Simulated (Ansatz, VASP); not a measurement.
# BeTe in VASP and in Ansatz

The input INCAR:

```
ALGO = Normal
EDIFF = 1E-6
ENCUT = 600
GGA = PE
GGA_COMPAT = F
ISIF = 2
ISMEAR = 0
LASPH = T
LCHARG = F
LREAL = F
LWAVE = F
NBANDS = 11
NELM = 120
PREC = Accurate
SIGMA = 0.1
```

File KPOINTS:

```
k-points
0
Gamma
  4 4 4
```

The input POSCAR:

```
BeTe
1.0
    0.0000000000      2.8314587876      2.8314587876
    2.8314587876      0.0000000000      2.8314587876
    2.8314587876      2.8314587876      0.0000000000
Be Te
1 1
Direct
    0.0000000000      0.0000000000      0.0000000000
    0.7500000000      0.7500000000      0.7500000000
```

Input for Ansatz:

```yaml
crystal:
  lattice:
    - [0.0, 2.8314587876, 2.8314587876]
    - [2.8314587876, 0.0, 2.8314587876]
    - [2.8314587876, 2.8314587876, 0.0]
  atoms:
    - { symbol: Be, position: [0.0, 0.0, 0.0] }
    - { symbol: Te, position: [0.75, 0.75, 0.75] }
basis:
  ecutwfc: 420
  ecutrho_ratio: 6
kpoints:
  mp_grid: { grid: [4, 4, 4] }
hamiltonian:
  xc: pbe
scf:
  occupations: { method: gaussian, width: 0.1 }
  self_checks: high
output:
  forces: true
  stress: true
  eigenvalues: true
```

Alike in both runs: task single point; functional PBE; k mesh 4 × 4 × 4; occupations gaussian, width 0.1 eV; no spin polarisation.

|  | VASP | Ansatz |
| --- | --- | --- |
| version | VASP 6.6.1 | Ansatz 0.2.0 |
| potentials or method | VASP PAW PBE potentials, release 64 (Be, Te), cutoff 600 eV | scalar-relativistic, plane waves, PAW |
| valence electrons in the cell | 8 | 18 |

Ansatz gave:

```
gap on the k mesh at the Fermi level (eV) : 2.02
least direct gap on the mesh (eV)         : 3.63
pressure (GPa)                            : 0.5
```

Question: What did VASP give for the same quantities?

Answer: gap on the k mesh at the Fermi level (eV): 2.00; least direct gap on the mesh (eV): 3.61; pressure (GPa): 0.6.

VASP's potentials hold 8 valence electrons a cell and Ansatz's 18, so a difference there can come from the potentials and not from the codes.

The k mesh is coarse, so the values compare programs but aren't converged. Neither program's run includes spin-orbit coupling.
